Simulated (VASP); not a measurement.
A run of VASP 6.6.1:

File INCAR:

```
  ALGO = Normal
  EDIFF = 1E-6
  ENCUT = 520
  GGA = PE
  ISIF = 2
  ISMEAR = -1
  ISPIN = 2
  LASPH = T
  LCHARG = T
  LELF = T
  LMAXMIX = 4
  LORBIT = 11
  LREAL = F
  LVHAR = T
  LWAVE = F
  MAGMOM = 1 0
  NBANDS = 19
  NELM = 150
  PREC = Accurate
  SIGMA = 0.05
```

The input KPOINTS:

```
k-points
0
Gamma
  10 10 10
```

File POSCAR:

```
NiO
1.0
    0.0000000000      2.2986717382      2.2986717382
    2.2986717382      0.0000000000      2.2986717382
    2.2986717382      2.2986717382      0.0000000000
Ni O
1 1
Direct
    0.0000000000      0.0000000000      0.0000000000
    0.2500000000      0.2500000000      0.2500000000
```

Potentials or basis: VASP PAW PBE potentials, release 64 (Ni, O).

Launch:

```sh
$ cat potpaw_PBE.64/Ni/POTCAR potpaw_PBE.64/O/POTCAR > POTCAR
$ mpirun -np 1 vasp_std > vasp.out
```

Hardware: 1 thread of Intel(R) Xeon(R) Platinum 8259CL CPU @ 2.50GHz (Skylake/Cascade Lake) (shared host).

How long does it take, and how much memory?

It took 28 s on 1 thread of Intel(R) Xeon(R) Platinum 8259CL CPU @ 2.50GHz (Skylake/Cascade Lake) (shared host), peak memory 0.17 GiB. Counts: scf iterations 16, k points 47.
